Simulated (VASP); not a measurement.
**InSb3: single point with PBE**

The system is InSb3.

```
In Sb
1.0
     4.67184    0.00000    0.00000
     0.00000    4.67184    0.00000
     0.00000    0.00000    4.67184
In Sb
1 3
Cartesian
  0.0000 0.0000 0.0000
  2.3359 0.0000 2.3359
  0.0000 2.3359 2.3359
  2.3359 2.3359 0.0000
```

This cell differs from its parent crystal: strained.

```yaml
Program: VASP 6.6.1
Task: single point
Functional: PBE
Potentials_or_basis: VASP PAW PBE potentials, release 64 (In_d, Sb)
Cutoff: 520 eV
k_mesh: 10 × 10 × 10
Occupations: gaussian, width 0.1 eV
Spin: no spin polarisation
Dipole_correction: no
Further_INCAR_settings: ALGO = Normal; EDIFF = 1e-06; NBANDS = 22
```

* Pressure: 5.6 GPa
* Band gap on the k mesh: zero (band 14 reaches 12.82 eV, above the bottom of band 15 at 7.70 eV)

Levels at points of the mesh, in eV from the Fermi level:
```tsv
k point	band 12	band 13	band 14	band 15	band 16	band 17
(0.00, 0.00, 0.00)	-3.54	0.53	0.53	0.53	1.87	1.87
(0.50, 0.00, 0.00)	-2.30	-2.30	-1.22	-0.98	2.43	2.43
(0.50, 0.50, 0.00)	-1.61	-1.49	-1.18	-1.18	-0.27	0.98
(0.50, 0.50, 0.50)	-5.42	-4.93	3.95	3.95	4.06	4.06
```

Wall time 98 s on 1 thread of AMD EPYC 7R43 64-Core Processor (Zen 3), with other jobs on the host, peak memory 0.24 GiB.

Caveat: the cell differs from its parent crystal (strained); spin-orbit coupling is left out, which moves the levels of the heavy elements.
